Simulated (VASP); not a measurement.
Set up this calculation in VASP 6.6.1, as the native input.

* Task: single point
* Functional: PBEsol
* Potentials or basis: VASP PAW PBE potentials, release 64 (In_d, Sb)
* Cutoff: 520 eV
* k mesh: 14 × 14 × 14
* Occupations: gaussian, width 0.15 eV
* Spin: no spin polarisation
* Dipole correction: no
* Further INCAR settings: ALGO = Normal; EDIFF = 1e-07; NBANDS = 16

The structure of InSb lies in POSCAR:

```
InSb
1.0
    0.0000000000      3.0863550529      2.7335846703
    3.0863550529      0.0000000000      2.7335846703
    3.0863550529      3.0863550529      0.0000000000
In Sb
1 1
Direct
    0.0000000000      0.0000000000      0.0000000000
    0.5000000000      0.5000000000      0.5000000000
```

The input as run:

INCAR

```
ALGO = Normal ; EDIFF = 1E-7
ENCUT = 520 ; GGA = PS
ISIF = 2 ; ISMEAR = 0
LASPH = T ; LCHARG = F
LREAL = F ; LWAVE = F
NBANDS = 16 ; NELM = 80
PREC = Accurate ; SIGMA = 0.15
```

KPOINTS

```
k-points
0
Gamma
  14 14 14
```

Potentials or basis: VASP PAW PBE potentials, release 64 (In_d, Sb).

The run is started by

```console
$ cat potpaw_PBE.64/In_d/POTCAR potpaw_PBE.64/Sb/POTCAR > POTCAR
$ mpirun -np 1 vasp_std > vasp.out
```

Results of the run:

* Pressure: 5.9 GPa
* Band gap on the k mesh: zero (bands 9 and 10 overlap by 3.44 eV)

Caveat: the stress differs along the axes, from -1 to 19 GPa; the PAW data sets were made with another functional, which shifts forces and pressure a little; spin-orbit coupling is left out, which moves the levels of the heavy elements.

It took 60 s on 1 thread of Intel(R) Xeon(R) 6975P-C (Granite Rapids), on a shared host, peak memory 0.34 GiB.
